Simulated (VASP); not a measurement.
# BiSb3O2 (P6mm) in VASP: further runs

BiSb3O2 is run at these levels: PBE; tasks: single point, relaxation of cell and atoms.

All numbers are computed with VASP 6.6.1; they aren't measurements. Logs are shortened: lines on timing, memory, paths and dates and some standing lists are left out, and cuts for length are marked.

## (1) The cell of the first run

Symmetry: P6mm, No. 183, hexagonal system. The conventional cell has a = 6.048 Å, b = 6.048 Å, c = 4.467 Å, α = 90.00°, β = 90.00°, γ = 120.00°. Sb (site symmetry 2mm) has 4 O at 2.83 to 2.84 Å and 4 Sb at 3.02 Å and 2 Bi at 3.15 Å within 3.7 Å. Within 4.1 Å of Bi (site symmetry 6mm) lie 6 Sb at 3.15 Å and 6 O at 3.75 Å. O (site symmetry 3m) has 6 Sb at 2.83 to 2.84 Å and 3 O at 3.49 Å and 3 Bi at 3.75 Å within 3.8 Å.

The cell was built from a structure type or drawn by symmetry, and may not be a known phase.

## (2) Single point, PBE

Input file INCAR:

```
SYSTEM = BiSb3O2
PREC = Accurate
ENCUT = 520
EDIFF = 1E-7
ISMEAR = 0
SIGMA = 0.1
LREAL = .FALSE.
LASPH = .TRUE.
NELM = 60
ALGO = Normal
ISIF = 2
LWAVE = .FALSE.
LCHARG = .FALSE.
GGA = PE
NBANDS = 30
```

Input file KPOINTS:

```
Automatic mesh
0
G
  3 3 4
  0 0 0
```

Input file POSCAR:

```
BiSb3O2
1.0
    6.0483062600      0.0000000000      0.0000000000
   -3.0241531300      5.2379868700      0.0000000000
    0.0000000000      0.0000000000      4.4671677700
Sb Bi O
3 1 2
Direct
    0.0000000000      0.5000000000      0.9950230700
    0.5000000000      0.0000000000      0.9950230700
    0.5000000000      0.5000000000      0.9950230700
    0.0000000000      0.0000000000      0.1926302600
    0.6666666700      0.3333333300      0.4961477200
    0.3333333300      0.6666666700      0.4961477200
```

Potentials or basis: VASP PAW PBE potentials, release 64 (Sb, Bi_d, O).

The run is started by

```
cat potpaw_PBE.64/Sb/POTCAR potpaw_PBE.64/Bi_d/POTCAR potpaw_PBE.64/O/POTCAR > POTCAR
mpirun -np 1 vasp_std > vasp.out
```

OUTCAR:

```text
SYSTEM = BiSb3O2
   PREC = Accurate
   ENCUT = 520
   EDIFF = 1E-7
   ISMEAR = 0
   LREAL = .FALSE.
   LASPH = .TRUE.
   NELM = 60
   ISIF = 2
   GGA = PE

 ion  position               nearest neighbor table
   1  0.000  0.500  0.995-   5 2.83   6 2.83   5 2.84   6 2.84   2 3.02   2 3.02   3 3.02   3 3.02
                             4 3.15   4 3.15
   2  0.500  0.000  0.995-   5 2.83   6 2.83   5 2.84   6 2.84   1 3.02   3 3.02   3 3.02   1 3.02
                             4 3.15   4 3.15
   3  0.500  0.500  0.995-   5 2.83   6 2.83   5 2.84   6 2.84   2 3.02   2 3.02   1 3.02   1 3.02
                             4 3.15   4 3.15
   4  0.000  0.000  0.193-   1 3.15   3 3.15   1 3.15   3 3.15   2 3.15   2 3.15
   5  0.667  0.333  0.496-   2 2.83   1 2.83   3 2.83   2 2.84   1 2.84   3 2.84
   6  0.333  0.667  0.496-   2 2.83   1 2.83   3 2.83   2 2.84   1 2.84   3 2.84

  LATTYP: Found a hexagonal cell.
 ALAT       =     6.0483062600
 C/A-ratio  =     0.7385816091

  Lattice vectors:

 A1 = (   6.0483062600,   0.0000000000,   0.0000000000)
 A2 = (  -3.0241531300,   5.2379868700,   0.0000000000)
 A3 = (   0.0000000000,   0.0000000000,   4.4671677700)

Analysis of symmetry for initial positions (statically):
=====================================================================
 Subroutine PRICEL returns:
 Original cell was already a primitive cell.

 Routine SETGRP: Setting up the symmetry group for a
 hexagonal supercell.

 Subroutine GETGRP returns: Found 12 space group operations
 (whereof 12 operations were pure point group operations)
 out of a pool of 24 trial point group operations.

The static configuration has the point symmetry C_6v.

Analysis of symmetry for dynamics (positions and initial velocities):
=====================================================================
 Subroutine PRICEL returns:
 Original cell was already a primitive cell.

 Routine SETGRP: Setting up the symmetry group for a
 hexagonal supercell.

 Subroutine GETGRP returns: Found 12 space group operations
 (whereof 12 operations were pure point group operations)
 out of a pool of 24 trial point group operations.

The dynamic configuration has the point symmetry C_6v.

 Subroutine INISYM returns: Found 12 space group operations
 (whereof 12 operations are pure point group operations),
 and found     1 'primitive' translations

[... 88 lines left out ...]
   EDIFFG = 0.1E-05   stopping-criterion for IOM
   NSW    =      0    number of steps for IOM
   IBRION =     -1    ionic relax: 0-MD 1-quasi-New 2-CG
   NFREE  =      0    steps in history (QN), initial steepest desc. (CG)
   ISIF   =      2    stress and relaxation
   ISYM   =      2    0-nonsym 1-usesym 2-fastsym
   POTIM  = 0.5000    time-step for ionic-motion
   TEBEG  =    0.0;   TEEND  =   0.0 temperature during run
   PSTRESS=    0.0 pullay stress
   NELECT =      42.0000    total number of electrons
   NUPDOWN=      -1.0000    fix difference up-down
   EMIN   =  10.00;   EMAX   =-10.00  energy-range for DOS
   EFERMI =   0.00;   METHOD = LEGACY
   ISMEAR =     0;   SIGMA  =   0.10  broadening in eV -4-tet -1-fermi 0-gaus
   EFERMI_NEDOS =   21; number of points for ismear=-14 and -15
   IALGO  =     38    algorithm
   IMIX   =      4    mixing-type and parameters
     AMIX     =   0.40;   BMIX     =  1.00
     AMIX_MAG =   1.60;   BMIX_MAG =  1.00
  volume/ion in A,a.u.               =      23.59       159.18
  Fermi-wavevector in a.u.,A,eV,Ry     =   1.091979  2.063542 16.223846  1.192419
  Thomas-Fermi vector in A             =   2.228236
   LORBIT       =      0    0 simple, 1 ext, 2 COOP (PROOUT), +10 PAW based schemes
   GGA     = PE    functional components
   LHFCALC =     F    Hartree Fock is set to
   AEXX    =    0.0000 exact exchange contribution
   IVDW    =     0    specifies the selected vdW correction
   LEPSILON=     F    determine dielectric tensor
   LRPA    =     F    only Hartree local field effects (RPA)
 non-spin polarized calculation
 Gauss-broadening in eV      SIGMA  =   0.10
  energy-cutoff  :      520.00
  volume of cell :      141.52
 maximum number of plane-waves:      3873
 NGX is ok and might be reduce to    48
   NGX = 23   NGY = 23   NGZ = 17

 number of electron      42.0000004 magnetization

 Free energy of the ion-electron system (eV)
  ---------------------------------------------------
  ext. energy  EPLUGINS =         0.00000000
  ---------------------------------------------------
  free energy    TOTEN  =       -24.67824230 eV

  energy without entropy =      -24.65488644  energy(sigma->0) =      -24.66656437

 E-fermi :   6.3364     XC(G=0):  -9.7216

 val. band max:        6.3354002255   @ k =   0.3333   0.3333   0.5000
 cond. band min:       6.3842306543   @ k =   0.3333   0.3333   0.2500
 fundamental gap:      0.0488304288
 Fermi energy:         6.3364150513

 k-point     1 :       0.0000    0.0000    0.0000
  band No.  band energies     occupation
      1     -16.7313      2.00000
      2     -16.7313      2.00000
      3     -16.6491      2.00000
      4     -16.6491      2.00000
      5     -16.6415      2.00000
      6     -10.5153      2.00000
[... 286 lines left out ...]
     29       9.0780      0.00000
     30      12.5582      0.00000

------------------------ aborting loop because EDIFF is reached ----------------------------------------

  FORCE on cell =-STRESS in cart. coord.  units (eV):
  Direction    XX          YY          ZZ          XY          YZ          ZX
  --------------------------------------------------------------------------------------
  -------------------------------------------------------------------------------------
  Total        3.4484058      3.4484058    -13.4979874      0.0000000     -0.0000000      0.0000000
  in kB       39.0389841     39.0389841   -152.8090796      0.0000000     -0.0000000      0.0000000
  external PRESSURE =     -24.9103704 kB  Pullay stress =       0.0000000 kB

 VOLUME and BASIS-vectors are now :
 -----------------------------------------------------------------------------
  energy-cutoff  :      520.00
  volume of cell :      141.52
      direct lattice vectors                 reciprocal lattice vectors
     6.048306260  0.000000000  0.000000000     0.165335543  0.095456520  0.000000000
    -3.024153130  5.237986870  0.000000000     0.000000000  0.190913041  0.000000000
     0.000000000  0.000000000  4.467167770     0.000000000  0.000000000  0.223855483

 POSITION                                       TOTAL-FORCE (eV/Angst)
 -----------------------------------------------------------------------------------
     -1.51208      2.61899      4.44493        -0.000000      0.000000     -0.360733
      3.02415      0.00000      4.44493        -0.000000     -0.000000     -0.360733
      1.51208      2.61899      4.44493         0.000000      0.000000     -0.360733
      0.00000      0.00000      0.86051        -0.000000      0.000000      0.892151
      3.02415      1.74600      2.21638         0.000000     -0.000000      0.095025
     -0.00000      3.49199      2.21638        -0.000000      0.000000      0.095025
 -----------------------------------------------------------------------------------
    total drift:                               -0.000000     -0.000000     -0.001976

  FREE ENERGIE OF THE ION-ELECTRON SYSTEM (eV)
  ---------------------------------------------------
  free  energy   TOTEN  =       -24.6782422951 eV

  energy  without entropy=      -24.6548864402  energy(sigma->0) =      -24.66656437
```

OSZICAR:

```text
N       E                     dE             d eps       ncg     rms          rms(c)
DAV:   1     0.388465700688E+03    0.38847E+03   -0.17967E+04   540   0.135E+03
DAV:   2     0.209531562716E+02   -0.36751E+03   -0.35283E+03   624   0.339E+02
DAV:   3    -0.282434201073E+02   -0.49197E+02   -0.47405E+02   676   0.127E+02
[... 14 lines left out ...]
DAV:  18    -0.246782433203E+02   -0.81671E-07   -0.10436E-06   608   0.515E-03    0.101E-02
DAV:  19    -0.246782424250E+02    0.89525E-06   -0.29714E-06   564   0.760E-03    0.192E-03
DAV:  20    -0.246782425271E+02   -0.10204E-06   -0.90076E-07   598   0.405E-03    0.209E-03
DAV:  21    -0.246782423711E+02    0.15594E-06   -0.67811E-08   288   0.129E-03    0.898E-04
DAV:  22    -0.246782422951E+02    0.76014E-07   -0.49070E-08   288   0.111E-03
   1 F= -.24678242E+02 E0= -.24666564E+02  d E =-.233559E-01
```

stdout:

```text
POSCAR found type information on POSCAR SbBiO
 POSCAR found :  3 types and       6 ions
 scaLAPACK will be used
 LDA part: xc-table for (Slater+PW92), standard interpolation
 POSCAR, INCAR and KPOINTS ok, starting setup
 FFT: planning ... GRIDC
 FFT: planning ... GRID_SOFT
 FFT: planning ... GRID
 WAVECAR not read
 entering main loop
```

Wall time 41 s (1 thread of AMD EPYC 9R45 (Zen 5), shared host); peak memory 0.25 GiB.

What came out:

```
Free energy            : -24.6782 eV
Pressure               : -2.5 GPa
Largest force          : 0.892 eV/Å
Band gap on the k mesh : zero (bands 21 and 22 overlap by 0.59 eV)
```

Forces on the atoms (eV/Å):
```
Sb   0.000  0.000 -0.361
Sb   0.000  0.000 -0.361
Sb   0.000  0.000 -0.361
Bi   0.000  0.000  0.892
O    0.000  0.000  0.095
O    0.000  0.000  0.095
```

Levels at points of the mesh, in eV from the Fermi level:
```tsv
k point	band 17	band 18	band 19	band 20	band 21	band 22	band 23	band 24	band 25	band 26
(0.00, 0.00, 0.00)	-1.49	-1.49	-1.38	-1.38	0.20	1.09	1.09	1.88	2.69	2.69
(0.00, 0.00, 0.50)	-2.80	-1.84	-1.84	-1.26	-0.25	0.10	1.99	1.99	2.64	2.64
```

Caveat: the k points lie up to 0.40 Å⁻¹ apart, too coarse for converged energies and pressures of a metal; spin-orbit coupling is left out, which moves the levels of the heavy elements.

## (3) Single point, PBE

This run uses another cell than the first one, of 24.49 Å³/atom.

Input file INCAR:

```
PREC = Accurate
ENCUT = 520
EDIFF = 1E-7
ISMEAR = 0
SIGMA = 0.1
LREAL = False
LASPH = True
NELM = 100
ALGO = Normal
ISIF = 2
LWAVE = False
LCHARG = False
GGA = PE
NBANDS = 30
```

Input file KPOINTS:

```
regular mesh
0
Gamma
  3 3 4
```

Input file POSCAR:

```
BiSb3O2
1.0
    7.1623287031      0.0000000000      0.0000000000
   -3.5811643515      6.2027586071      0.0000000000
    0.0000000000      0.0000000000      3.3074754722
Sb Bi O
3 1 2
Direct
    0.0000000000      0.5000000000      0.9119134755
    0.5000000000      0.0000000000      0.9119134755
    0.5000000000      0.5000000000      0.9119134755
    0.0000000000      0.0000000000     -0.0405936714
    0.6666666667      0.3333333333      0.7374240775
    0.3333333333      0.6666666667      0.7374240775
```

Potentials or basis: VASP PAW PBE potentials, release 64 (Sb, Bi_d, O).

The run is started by

```
cat potpaw_PBE.64/Sb/POTCAR potpaw_PBE.64/Bi_d/POTCAR potpaw_PBE.64/O/POTCAR > POTCAR
mpirun -np 1 vasp_std > vasp.out
```

Run time: 32 s. Hardware: 1 thread of AMD EPYC 9R45 (Zen 5), shared host; peak memory 0.25 GiB.

The run converged. Its results:

```yaml
Free_energy: -27.9716 eV
Pressure: -0.2 GPa
Largest_force: 0.029 eV/Å
Band_gap_on_the_k_mesh: zero (bands 21 and 22 overlap by 1.64 eV)
```

Forces on the atoms (eV/Å):
```
Sb   0.000  0.000 -0.018
Sb   0.000  0.000 -0.018
Sb   0.000  0.000 -0.018
Bi   0.000  0.000 -0.004
O    0.000  0.000  0.029
O    0.000  0.000  0.029
```

Stress tensor (GPa, compression positive):
```
-0.30  0.00  0.00
 0.00 -0.30  0.00
 0.00  0.00  0.01
```

Levels at points of the mesh, in eV from the Fermi level:
```tsv
k point	band 16	band 17	band 18	band 19	band 20	band 21	band 22	band 23	band 24	band 25
(0.00, 0.00, 0.00)	-3.59	-3.49	-2.52	-2.52	0.40	0.40	2.36	2.36	2.68	4.09
(0.00, 0.00, 0.50)	-3.98	-3.98	-3.01	-2.18	-2.18	-1.10	-0.57	-0.57	1.85	2.60
```

Caveat: the k points lie up to 0.47 Å⁻¹ apart, too coarse for converged energies and pressures of a metal; spin-orbit coupling is left out, which moves the levels of the heavy elements.

## (4) Single point, PBE

This run uses another cell than the first one, of 24.27 Å³/atom.

Input file INCAR:

```
SYSTEM = BiSb3O2
PREC     = Accurate       ! precision mode
ENCUT    = 520            ! plane-wave cutoff, eV
EDIFF    = 1E-6           ! SCF threshold, eV
ISMEAR   = 0              ! smearing method
SIGMA    = 0.1            ! smearing width, eV
LREAL    = .FALSE.        ! projectors in reciprocal space
LASPH    = .TRUE.         ! aspherical terms in the spheres
NELM     = 100            ! most SCF steps
ALGO     = Normal         ! electronic algorithm
ISIF     = 2              ! what is computed and relaxed
LWAVE    = .FALSE.        ! write WAVECAR
LCHARG   = .TRUE.         ! write CHGCAR
GGA      = PE             ! functional
LELF     = .TRUE.         ! ELF
LVHAR    = .TRUE.       
NBANDS   = 30             ! bands
```

Input file KPOINTS:

```
regular mesh
0
G
  3 3 6
  0 0 0
```

Input file POSCAR:

```
BiSb3O2
1.0
    7.2451194177      0.0000000000      0.0000000000
   -3.6225597088      6.2744574692      0.0000000000
    0.0000000000      0.0000000000      3.2036222266
Sb Bi O
3 1 2
Direct
    0.0000000000      0.5000000000      0.9138992983
    0.5000000000      0.0000000000      0.9138992983
    0.5000000000      0.5000000000      0.9138992983
    0.0000000000      0.0000000000      0.9288724390
    0.6666666667      0.3333333333      0.7497122881
    0.3333333333      0.6666666667      0.7497122881
```

The run is started by

```
cat potpaw_PBE.64/Sb/POTCAR potpaw_PBE.64/Bi_d/POTCAR potpaw_PBE.64/O/POTCAR > POTCAR
mpirun -np 1 vasp_std > vasp.out
```

Run time: 35 s. Hardware: 1 thread of AMD EPYC 9R45 (Zen 5), shared host; peak memory 0.24 GiB.

Results (log left out):

```yaml
Free_energy: -28.4065 eV
Pressure: -0.5 GPa
Largest_force: 0.054 eV/Å
Band_gap_on_the_k_mesh: zero (bands 21 and 22 overlap by 1.96 eV)
```

Forces in eV/Å, atoms in the order of the input:
```
Sb   0.000  0.000 -0.035
Sb   0.000  0.000 -0.035
Sb   0.000  0.000 -0.035
Bi   0.000  0.000 -0.003
O    0.000  0.000  0.054
O    0.000  0.000  0.054
```

Stress tensor (GPa, compression positive):
```
-0.48  0.00  0.00
 0.00 -0.48  0.00
 0.00  0.00 -0.38
```

Levels at points of the mesh, in eV from the Fermi level:
```csv
k point,band 17,band 18,band 19,band 20,band 21,band 22,band 23,band 24
"(0.00, 0.00, 0.00)",-2.86,-2.13,-2.13,0.53,0.76,2.24,2.24,3.77
"(0.00, 0.00, 0.50)",-3.59,-3.23,-1.72,-1.72,-0.86,-0.35,-0.35,2.23
```

Caveat: spin-orbit coupling is left out, which moves the levels of the heavy elements.

## (5) Relaxation of cell and atoms, PBE

Input file INCAR:

```
ALGO     = Normal         # electronic algorithm
EDIFF    = 1E-6           # SCF threshold, eV
EDIFFG   = -0.04          # ionic threshold
ENCUT    = 600            # plane-wave cutoff, eV
GGA      = PE             # functional
IBRION   = 2              # ionic algorithm
ISIF     = 3              # what is computed and relaxed
ISMEAR   = 0              # smearing method
LASPH    = T              # aspherical terms in the spheres
LCHARG   = F              # write CHGCAR
LREAL    = F              # projectors in reciprocal space
LWAVE    = F              # write WAVECAR
NELM     = 60             # most SCF steps
NSW      = 90             # ionic steps
PREC     = Accurate       # precision mode
SIGMA    = 0.1            # smearing width, eV
```

Input file KPOINTS:

```
k-points
0
Gamma
  3 3 4
```

Input file POSCAR:

```
BiSb3O2
1.0
    6.0483062600      0.0000000000      0.0000000000
   -3.0241531300      5.2379868700      0.0000000000
    0.0000000000      0.0000000000      4.4671677700
Sb Bi O
3 1 2
Direct
    0.0000000000      0.5000000000      0.9950230700
    0.5000000000      0.0000000000      0.9950230700
    0.5000000000      0.5000000000      0.9950230700
    0.0000000000      0.0000000000      0.1926302600
    0.6666666700      0.3333333300      0.4961477200
    0.3333333300      0.6666666700      0.4961477200
```

The run is started by

```
cat potpaw_PBE.64/Sb/POTCAR potpaw_PBE.64/Bi_d/POTCAR potpaw_PBE.64/O/POTCAR > POTCAR
mpirun -np 1 vasp_std > vasp.out
```

It took 11 min on 1 thread of AMD EPYC 9R45 (Zen 5), shared host; peak memory 0.28 GiB.

Results (log left out):

* Free energy: -27.9571 eV
* Relaxed volume: 24.38 Å³/atom
* Relaxed cell: a = 7.147 Å, b = 7.147 Å, c = 3.307 Å, α = 90.00°, β = 90.00°, γ = 120.00°
* Space group after relaxing (to 0.1 Å): P6mm (No. 183)
* Energy gained by relaxing: 546.2 meV/atom
* Ionic steps: 43
* Pressure after relaxing: 0.1 GPa
* Largest force after relaxing: 0.039 eV/Å
* Band gap on the k mesh: zero (bands 21 and 22 overlap by 1.63 eV)

Forces in eV/Å, atoms in the order of the input:
```
Sb   0.000  0.000  0.032
Sb   0.000  0.000  0.032
Sb   0.000  0.000  0.032
Bi   0.000  0.000 -0.039
O    0.000  0.000 -0.029
O    0.000  0.000 -0.029
```

The path:
| step | energy change (eV) | largest force (eV/Å) | pressure (GPa) | volume (Å³) |
| --- | --- | --- | --- | --- |
| 1 | 0.0000 | 0.8921 | -2.53 | 141.52 |
| 3 | -2.0540 | 0.1883 | 1.28 | 127.47 |
| 5 | -2.1127 | 0.0790 | 4.18 | 123.18 |
| 7 | -2.1594 | 0.1441 | -2.24 | 132.95 |
| 9 | -2.1876 | 0.0511 | -0.09 | 129.19 |
| 11 | -2.1891 | 0.0531 | 0.15 | 128.89 |
| 13 | -2.1907 | 0.0793 | -0.37 | 129.89 |
| 15 | -2.1920 | 0.0890 | -0.38 | 129.97 |
| 17 | -2.1998 | 0.1354 | -0.38 | 130.31 |
| 19 | -2.2959 | 0.4442 | -0.16 | 131.68 |
| 21 | -3.0900 | 0.2185 | 3.72 | 136.94 |
| 23 | -3.1199 | 0.3498 | 4.77 | 137.91 |
| 25 | -3.1205 | 0.3610 | 4.79 | 137.97 |
| 27 | -3.1222 | 0.4058 | 4.89 | 138.25 |
| 29 | -3.1224 | 0.4271 | 4.90 | 138.38 |
| 31 | -3.1270 | 0.4207 | 4.85 | 138.51 |
| 33 | -3.1467 | 0.3933 | 4.48 | 139.07 |
| 35 | -3.2109 | 0.2883 | 3.08 | 141.33 |
| 37 | -3.2528 | 0.0491 | -1.57 | 150.55 |
| 39 | -3.2751 | 0.0667 | 0.07 | 146.93 |
| 41 | -3.2756 | 0.0600 | 0.08 | 146.81 |
| 43 | -3.2772 | 0.0391 | 0.10 | 146.29 |

Final structure:
```yaml
crystal:
  lattice:
    - [7.14718, 0.00000, 0.00000]
    - [-3.57359, 6.18964, 0.00000]
    - [0.00000, 0.00000, 3.30674]
  atoms:
    - { symbol: Sb, position: [0.00000, 0.50000, 0.90939] }
    - { symbol: Sb, position: [0.50000, 0.00000, 0.90939] }
    - { symbol: Sb, position: [0.50000, 0.50000, 0.90939] }
    - { symbol: Bi, position: [0.00000, 0.00000, 0.96560] }
    - { symbol: O, position: [0.66667, 0.33333, 0.73812] }
    - { symbol: O, position: [0.33333, 0.66667, 0.73812] }
```

Levels at points of the mesh, in eV from the Fermi level:
```
           k point  band 17  band 18  band 19  band 20  band 21  band 22  band 23  band 24
(0.00, 0.00, 0.00)    -3.55    -2.54    -2.54     0.41     0.42     2.38     2.38     2.68
(0.00, 0.00, 0.50)    -3.98    -3.02    -2.21    -2.21    -1.10    -0.59    -0.59     1.86
```

Caveat: the k points lie up to 0.48 Å⁻¹ apart in the final cell, too coarse for converged energies and pressures of a metal; a cell axis changed by over 15 % at a fixed basis, so the end point is rough; spin-orbit coupling is left out, which moves the levels of the heavy elements.

(Part 1 of 2 ends here.)
